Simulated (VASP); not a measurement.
# HfN (F-43m) in VASP: settings compared, part 2 of 2

VASP 6.6.1. The steps go on from the part before.

**4. Single point, r2SCAN**

This run uses another cell than the first one, of 15.38 Å³/atom, 1.040 times its volume.

POSCAR reads:

```
HfN
1.0
    0.0000000000      2.4871259940      2.4871259940
    2.4871259940      0.0000000000      2.4871259940
    2.4871259940      2.4871259940      0.0000000000
Hf N
1 1
Direct
    0.0000000000      0.0000000000      0.0000000000
    0.2500000000      0.2500000000      0.2500000000
```

INCAR.step1 reads:

```
PREC     = Accurate       # precision mode
ENCUT    = 520            # plane-wave cutoff, eV
ISMEAR   = -1             # smearing method
SIGMA    = 0.05           # smearing width, eV
LREAL    = False          # projectors in reciprocal space
LASPH    = True           # aspherical terms in the spheres
NELM     = 100            # most SCF steps
NBANDS   = 14             # bands
GGA      = PE             # functional
ALGO     = Normal         # electronic algorithm
EDIFF    = 1E-4           # SCF threshold, eV
LWAVE    = True           # write WAVECAR
LCHARG   = False          # write CHGCAR
```

INCAR.step2 reads:

```
PREC     = Accurate       # precision mode
ENCUT    = 520            # plane-wave cutoff, eV
EDIFF    = 1E-7           # SCF threshold, eV
ISMEAR   = -1             # smearing method
SIGMA    = 0.05           # smearing width, eV
LREAL    = False          # projectors in reciprocal space
LASPH    = True           # aspherical terms in the spheres
NELM     = 100            # most SCF steps
ALGO     = Normal         # electronic algorithm
ISIF     = 2              # what is computed and relaxed
LWAVE    = False          # write WAVECAR
LCHARG   = False          # write CHGCAR
METAGGA  = R2SCAN         # meta-GGA
LMIXTAU  = True         
NBANDS   = 14             # bands
ISTART   = 1
```

KPOINTS reads:

```
Automatic mesh
0
Gamma
  9 9 9
```

Launch:

```
$ cat potpaw_PBE.64/Hf_pv/POTCAR potpaw_PBE.64/N/POTCAR > POTCAR
$ cp INCAR.step1 INCAR
$ mpirun -np 1 vasp_std > vasp.out
$ cp INCAR.step2 INCAR
$ mpirun -np 1 vasp_std > vasp.out
```

Run time: 55 s. Hardware: 1 thread of Intel Xeon Platinum 8124M at 3.00GHz (Skylake/Cascade Lake), shared host; peak memory 0.17 GiB.

It converged, with:

```yaml
Free_energy: -57.6595 eV
Pressure: -10.6 GPa
```

Levels at points of the mesh, in eV from the Fermi level:
| k point | band 5 | band 6 | band 7 | band 8 | band 9 | band 10 | band 11 | band 12 |
| --- | --- | --- | --- | --- | --- | --- | --- | --- |
| (0.00, 0.00, 0.00) | -5.60 | -5.60 | -5.60 | -0.75 | 2.39 | 2.39 | 6.66 | 6.66 |

Caveat: the PAW data sets were made with another functional, which shifts forces and pressure a little; spin-orbit coupling is left out, which moves the levels of the heavy elements.

**5. Single point, r2SCAN**

This run uses another cell than the first one, of 15.68 Å³/atom, 1.060 times its volume.

POSCAR reads:

```
HfN
1.0
    0.0000000000      2.5029679880      2.5029679880
    2.5029679880      0.0000000000      2.5029679880
    2.5029679880      2.5029679880      0.0000000000
Hf N
1 1
Direct
    0.0000000000      0.0000000000      0.0000000000
    0.2500000000      0.2500000000      0.2500000000
```

INCAR.step1 reads:

```
SYSTEM = HfN
PREC = Accurate ; ENCUT = 520
ISMEAR = -1 ; SIGMA = 0.05
LREAL = .False. ; LASPH = .True.
NELM = 80 ; NBANDS = 14
GGA = PE ; ALGO = Normal
EDIFF = 1E-4 ; LWAVE = .True.
LCHARG = .False.
```

INCAR.step2 reads:

```
SYSTEM = HfN
PREC = Accurate ; ENCUT = 520
EDIFF = 1E-6 ; ISMEAR = -1
SIGMA = 0.05 ; LREAL = .False.
LASPH = .True. ; NELM = 80
ALGO = Normal ; ISIF = 2
LWAVE = .False. ; LCHARG = .False.
METAGGA = R2SCAN ; LMIXTAU = .True.
NBANDS = 14 ; ISTART = 1
```

KPOINTS reads:

```
regular mesh
0
Gamma
  9 9 9
  0 0 0
```

Potentials or basis: VASP PAW PBE potentials, release 64 (Hf_pv, N).

Launch:

```
$ cat potpaw_PBE.64/Hf_pv/POTCAR potpaw_PBE.64/N/POTCAR > POTCAR
$ cp INCAR.step1 INCAR
$ mpirun -np 1 vasp_std > vasp.out
$ cp INCAR.step2 INCAR
$ mpirun -np 1 vasp_std > vasp.out
```

OUTCAR:

```text
SYSTEM = HfN
   PREC = Accurate
   ENCUT = 520
   EDIFF = 1E-6
   ISMEAR = -1
   LREAL = .False.
   LASPH = .True.
   NELM = 80
   ISIF = 2
   METAGGA = R2SCAN
   ISTART = 1

 ion  position               nearest neighbor table
   1  0.000  0.000  0.000-   2 2.17   2 2.17   2 2.17   2 2.17
   2  0.250  0.250  0.250-   1 2.17   1 2.17   1 2.17   1 2.17

  LATTYP: Found a face centered cubic cell.
 ALAT       =     5.0059359760

  Lattice vectors:

 A1 = (   0.0000000000,   2.5029679880,   2.5029679880)
 A2 = (   2.5029679880,   0.0000000000,   2.5029679880)
 A3 = (   2.5029679880,   2.5029679880,   0.0000000000)

Analysis of symmetry for initial positions (statically):
=====================================================================
 Subroutine PRICEL returns:
 Original cell was already a primitive cell.

 Routine SETGRP: Setting up the symmetry group for a
 face centered cubic supercell.

 Subroutine GETGRP returns: Found 24 space group operations
 (whereof 24 operations were pure point group operations)
 out of a pool of 48 trial point group operations.

The static configuration has the point symmetry T_d .

[... 164 lines left out ...]
 Fermi energy:         5.3144923564

 k-point     1 :       0.0000    0.0000    0.0000
  band No.  band energies     occupation
      1     -27.2354      2.00000
      2     -27.2354      2.00000
      3     -27.2354      2.00000
      4     -11.6025      2.00000
      5      -0.1987      2.00000
      6      -0.1987      2.00000
      7      -0.1987      2.00000
      8       4.5169      2.00000
      9       7.6550      0.00000
     10       7.6550      0.00000
     11      11.8475      0.00000
     12      11.8475      0.00000
     13      11.8475      0.00000
     14      16.2371      0.00000
[... 377 lines left out ...]
      1     -27.6088      2.00000
      2     -27.3601      2.00000
      3     -27.3601      2.00000
      4     -10.3728      2.00000
      5      -1.5237      2.00000
      6       1.4094      2.00000
      7       1.4094      2.00000
      8       4.1388      2.00000
      9       7.8114      0.00000
     10       9.2870      0.00000
     11       9.9748      0.00000
     12       9.9748      0.00000
     13      14.0855      0.00000
     14      16.2351      0.00000

 [... further k-points ...]
[... 5 lines left out ...]
  --------------------------------------------------------------------------------------
  -------------------------------------------------------------------------------------
  Total       -2.6584586     -2.6584586     -2.6584586      0.0000000      0.0000000      0.0000000
  in kB     -135.8140198   -135.8140198   -135.8140198      0.0000000      0.0000000      0.0000000
  external PRESSURE =    -135.8140198 kB  Pullay stress =       0.0000000 kB

 VOLUME and BASIS-vectors are now :
 -----------------------------------------------------------------------------
  energy-cutoff  :      520.00
  volume of cell :       31.36
      direct lattice vectors                 reciprocal lattice vectors
     0.000000000  2.502967988  2.502967988    -0.199762843  0.199762843  0.199762843
     2.502967988  0.000000000  2.502967988     0.199762843 -0.199762843  0.199762843
     2.502967988  2.502967988  0.000000000     0.199762843  0.199762843 -0.199762843

 POSITION                                       TOTAL-FORCE (eV/Angst)
 -----------------------------------------------------------------------------------
      0.00000      0.00000      0.00000         0.000000      0.000000      0.000000
      1.25148      1.25148      1.25148        -0.000000     -0.000000     -0.000000
 -----------------------------------------------------------------------------------
    total drift:                                0.000001      0.000001      0.000001

  FREE ENERGIE OF THE ION-ELECTRON SYSTEM (eV)
  ---------------------------------------------------
  free  energy   TOTEN  =       -57.6152464809 eV

  energy  without entropy=      -57.6086017113  energy(sigma->0) =      -57.61192410
```

OUTCAR.step1:

```text
SYSTEM = HfN
   PREC = Accurate
   ENCUT = 520
   ISMEAR = -1
   LREAL = .False.
   LASPH = .True.
[... 628 lines left out ...]
      0.00000      0.00000      0.00000        -0.000000     -0.000000     -0.000000
      1.25148      1.25148      1.25148         0.000000      0.000000      0.000000
 -----------------------------------------------------------------------------------
    total drift:                               -0.000000     -0.000000     -0.000000

  FREE ENERGIE OF THE ION-ELECTRON SYSTEM (eV)
  ---------------------------------------------------
  free  energy   TOTEN  =       -21.1618290662 eV

  energy  without entropy=      -21.1553505428  energy(sigma->0) =      -21.15858980
```

Wall time 45 s (1 thread of Intel Xeon Platinum 8124M at 3.00GHz (Skylake/Cascade Lake), shared host); peak memory 0.17 GiB.

Results:

| Item | Value |
| --- | --- |
| Free energy | -57.6152 eV |
| Pressure | -13.6 GPa |

Levels at points of the mesh, in eV from the Fermi level:
```
           k point  band 6  band 7  band 8  band 9  band 10  band 11
(0.00, 0.00, 0.00)   -5.51   -5.51   -0.80    2.34     2.34     6.53
```

Caveat: the PAW data sets were made with another functional, which shifts forces and pressure a little; spin-orbit coupling is left out, which moves the levels of the heavy elements.

**6. Single point, PBEsol-based global hybrid**

This run uses another cell than the first one, of 14.38 Å³/atom, 0.972 times its volume.

POSCAR reads:

```
HfN
1.0
    0.0000000000      2.4318875267      2.4318875267
    2.4318875267      0.0000000000      2.4318875267
    2.4318875267      2.4318875267      0.0000000000
Hf N
1 1
Direct
    0.0000000000      0.0000000000      0.0000000000
    0.2500000000      0.2500000000      0.2500000000
```

INCAR.step1 reads:

```
SYSTEM = HfN
PREC = Accurate
ENCUT = 520
EDIFF = 1E-5
ISMEAR = -1
SIGMA = 0.05
LREAL = .False.
LASPH = .True.
NELM = 80
ALGO = Normal
ISIF = 2
LWAVE = .True.
GGA = PE
NBANDS = 14
```

INCAR.step2 reads:

```
SYSTEM = HfN
PREC = Accurate
ENCUT = 520
EDIFF = 1E-6
ISMEAR = -1
SIGMA = 0.05
LREAL = .False.
LASPH = .True.
NELM = 80
ALGO = Normal
ISIF = 2
LWAVE = .False.
LCHARG = .True.
GGA = PS
LHFCALC = .True.
AEXX = 0.25
PRECFOCK = Normal
LELF = .True.
LVHAR = .True.
ISTART = 1
NBANDS = 14
```

KPOINTS reads:

```
Automatic mesh
0
Gamma
  5 5 5
  0 0 0
```

Potentials or basis: VASP PAW PBE potentials, release 64 (Hf_pv, N).

Launch:

```
$ cat potpaw_PBE.64/Hf_pv/POTCAR potpaw_PBE.64/N/POTCAR > POTCAR
$ cp INCAR.step1 INCAR
$ mpirun -np 1 vasp_std > vasp.out
$ cp INCAR.step2 INCAR
$ mpirun -np 1 vasp_std > vasp.out
```

OUTCAR:

```text
SYSTEM = HfN
   PREC = Accurate
   ENCUT = 520
   EDIFF = 1E-6
   ISMEAR = -1
   LREAL = .False.
   LASPH = .True.
   NELM = 80
   ISIF = 2
   GGA = PS
   LHFCALC = .True.
   AEXX = 0.25
   PRECFOCK = Normal
   ISTART = 1

 ion  position               nearest neighbor table
   1  0.000  0.000  0.000-   2 2.11   2 2.11   2 2.11   2 2.11
   2  0.250  0.250  0.250-   1 2.11   1 2.11   1 2.11   1 2.11

  LATTYP: Found a face centered cubic cell.
 ALAT       =     4.8637750534

  Lattice vectors:

 A1 = (   0.0000000000,   2.4318875267,   2.4318875267)
 A2 = (   2.4318875267,   0.0000000000,   2.4318875267)
 A3 = (   2.4318875267,   2.4318875267,   0.0000000000)

Analysis of symmetry for initial positions (statically):
=====================================================================
 Subroutine PRICEL returns:
 Original cell was already a primitive cell.

 Routine SETGRP: Setting up the symmetry group for a
 face centered cubic supercell.

 Subroutine GETGRP returns: Found 24 space group operations
 (whereof 24 operations were pure point group operations)
 out of a pool of 48 trial point group operations.

The static configuration has the point symmetry T_d .

Analysis of symmetry for dynamics (positions and initial velocities):
=====================================================================
 Subroutine PRICEL returns:
 Original cell was already a primitive cell.

 Routine SETGRP: Setting up the symmetry group for a
 face centered cubic supercell.

 Subroutine GETGRP returns: Found 24 space group operations
 (whereof 24 operations were pure point group operations)
 out of a pool of 48 trial point group operations.

The dynamic configuration has the point symmetry T_d .

 Subroutine INISYM returns: Found 24 space group operations
 (whereof 24 operations are pure point group operations),
 and found     1 'primitive' translations

----------------------------------------------------------------------------------------
[... 114 lines left out ...]
   IVDW    =     0    specifies the selected vdW correction
   LEPSILON=     F    determine dielectric tensor
   LRPA    =     F    only Hartree local field effects (RPA)
 non-spin polarized calculation
  energy-cutoff  :      520.00
  volume of cell :       28.76
 maximum number of plane-waves:       794
 NGX is ok and might be reduce to    28
  NGX = 20; NGY = 20; NGZ = 20

 number of electron      15.0000002 magnetization

 Free energy of the ion-electron system (eV)
  ---------------------------------------------------
  ext. energy  EPLUGINS =         0.00000000
  ---------------------------------------------------
  free energy    TOTEN  =       -26.97367792 eV

  energy without entropy =      -26.96440998  energy(sigma->0) =      -26.96904395

 E-fermi :   5.8738     XC(G=0):  -9.0750

 val. band max:        5.8005333759   @ k =   0.4000   0.2000   0.0000
 cond. band min:       6.4544688403   @ k =  -0.4000   0.2000   0.0000
 fundamental gap:      0.6539354644
 Fermi energy:         5.8738472587

 k-point     1 :       0.0000    0.0000    0.0000
  band No.  band energies     occupation
      1     -27.9527      2.00000
      2     -27.9527      2.00000
      3     -27.9527      2.00000
      4     -13.0678      2.00000
      5      -1.1664      2.00000
      6      -1.1664      2.00000
      7      -1.1664      2.00000
      8       5.1272      2.00000
      9       9.1329      0.00000
     10       9.1329      0.00000
     11      13.7990      0.00000
     12      13.7990      0.00000
     13      13.7990      0.00000
     14      19.9371      0.00000
[... 139 lines left out ...]
      1     -28.4674      2.00000
      2     -28.2537      2.00000
      3     -28.1299      2.00000
      4     -11.4438      2.00000
      5      -1.6291      2.00000
      6      -0.5470      2.00000
      7       0.6859      2.00000
      8       4.5771      2.00000
      9       8.1831      0.00000
     10      10.4501      0.00000
     11      12.6167      0.00000
     12      13.6438      0.00000
     13      15.5769      0.00000
     14      17.7546      0.00000

------------------------ aborting loop because EDIFF is reached ----------------------------------------

  FORCE on cell =-STRESS in cart. coord.  units (eV):
  Direction    XX          YY          ZZ          XY          YZ          ZX
  --------------------------------------------------------------------------------------
  -------------------------------------------------------------------------------------
  Total       -0.5023522     -0.5023522     -0.5023522      0.0000000      0.0000000      0.0000000
  in kB      -27.9806915    -27.9806915    -27.9806915      0.0000000      0.0000000      0.0000000
  external PRESSURE =     -27.9806915 kB  Pullay stress =       0.0000000 kB

 VOLUME and BASIS-vectors are now :
 -----------------------------------------------------------------------------
  energy-cutoff  :      520.00
  volume of cell :       28.76
      direct lattice vectors                 reciprocal lattice vectors
     0.000000000  2.431887527  2.431887527    -0.205601614  0.205601614  0.205601614
     2.431887527  0.000000000  2.431887527     0.205601614 -0.205601614  0.205601614
     2.431887527  2.431887527  0.000000000     0.205601614  0.205601614 -0.205601614

 POSITION                                       TOTAL-FORCE (eV/Angst)
 -----------------------------------------------------------------------------------
      0.00000      0.00000      0.00000         0.000000      0.000000      0.000000
      1.21594      1.21594      1.21594        -0.000000     -0.000000     -0.000000
 -----------------------------------------------------------------------------------
    total drift:                               -0.000000     -0.000000     -0.000000

  FREE ENERGIE OF THE ION-ELECTRON SYSTEM (eV)
  ---------------------------------------------------
  free  energy   TOTEN  =       -26.9736779228 eV

  energy  without entropy=      -26.9644099782  energy(sigma->0) =      -26.96904395
```

OUTCAR.step1:

```text
SYSTEM = HfN
   PREC = Accurate
   ENCUT = 520
   EDIFF = 1E-5
   ISMEAR = -1
   LREAL = .False.
[... 375 lines left out ...]
      0.00000      0.00000      0.00000        -0.000000     -0.000000     -0.000000
      1.21594      1.21594      1.21594         0.000000      0.000000      0.000000
 -----------------------------------------------------------------------------------
    total drift:                               -0.000000     -0.000000     -0.000000

  FREE ENERGIE OF THE ION-ELECTRON SYSTEM (eV)
  ---------------------------------------------------
  free  energy   TOTEN  =       -21.1444038406 eV

  energy  without entropy=      -21.1248002067  energy(sigma->0) =      -21.13460202
```

OSZICAR.step1:

```text
N       E                     dE             d eps       ncg     rms          rms(c)
DAV:   1     0.425128040301E+02    0.42513E+02   -0.77238E+03   280   0.975E+02
DAV:   2    -0.224422425149E+02   -0.64955E+02   -0.60931E+02   372   0.240E+02
DAV:   3    -0.247446725630E+02   -0.23024E+01   -0.22984E+01   322   0.375E+01
DAV:   4    -0.247561636521E+02   -0.11491E-01   -0.11490E-01   334   0.320E+00
DAV:   5    -0.247562694062E+02   -0.10575E-03   -0.10575E-03   340   0.270E-01    0.564E+01
DAV:   6    -0.212668054402E+02    0.34895E+01   -0.12952E+01   304   0.253E+01    0.411E+01
DAV:   7    -0.211633558857E+02    0.10345E+00   -0.73385E-01   292   0.754E+00    0.260E+01
DAV:   8    -0.211520303201E+02    0.11326E-01   -0.97972E-02   346   0.285E+00    0.710E+00
DAV:   9    -0.211444621816E+02    0.75681E-02   -0.21011E-02   310   0.107E+00    0.162E+00
DAV:  10    -0.211444100123E+02    0.52169E-04   -0.12510E-03   346   0.323E-01    0.148E-01
DAV:  11    -0.211444038406E+02    0.61717E-05   -0.70650E-05   328   0.780E-02
   1 F= -.21144404E+02 E0= -.21134602E+02  d E =-.196036E-01
```

Wall time 5.3 min (1 thread of Intel Xeon Platinum 8488C (Sapphire Rapids), shared host); peak memory 0.16 GiB.

Results:

```yaml
Free_energy: -26.9737 eV
Pressure: -2.8 GPa
```

Levels at points of the mesh, in eV from the Fermi level:
```csv
k point,band 5,band 6,band 7,band 8,band 9,band 10
"(0.00, 0.00, 0.00)",-7.04,-7.04,-7.04,-0.75,3.26,3.26
```

Caveat: the k points lie up to 0.45 Å⁻¹ apart; the PAW data sets were made with another functional, which shifts forces and pressure a little; spin-orbit coupling is left out, which moves the levels of the heavy elements.

**7. Summary**

```csv
level,cell,k mesh,grid for exact exchange (PRECFOCK),share of exact exchange,gap on the mesh (eV),pressure (GPa)
r2SCAN,"a = 3.472 Å, angles 60.0°, 2 atoms",9 × 9 × 9,-,-,none,-3.6
r2SCAN,"a = 3.495 Å, angles 60.0°, 2 atoms",9 × 9 × 9,-,-,none,-7.3
r2SCAN,"a = 3.517 Å, angles 60.0°, 2 atoms",9 × 9 × 9,-,-,none,-10.6
r2SCAN,"a = 3.540 Å, angles 60.0°, 2 atoms",9 × 9 × 9,-,-,none,-13.6
PBEsol-based global hybrid,"a = 3.439 Å, angles 60.0°, 2 atoms",5 × 5 × 5,Normal,0.25,none,-2.8
```

Alike in all rows: task single point; potentials or basis VASP PAW PBE potentials, release 64 (Hf_pv, N); no spin polarisation; cutoff (eV) 520; smearing fermi-dirac 0.05 eV.

Caveats: some runs use coarse meshes; the PAW data sets were made with another functional, which shifts forces and pressure a little; spin-orbit coupling is left out, which moves the levels of the heavy elements.

Total energies depend on the potentials used, so only differences within one code and one set of settings carry meaning.
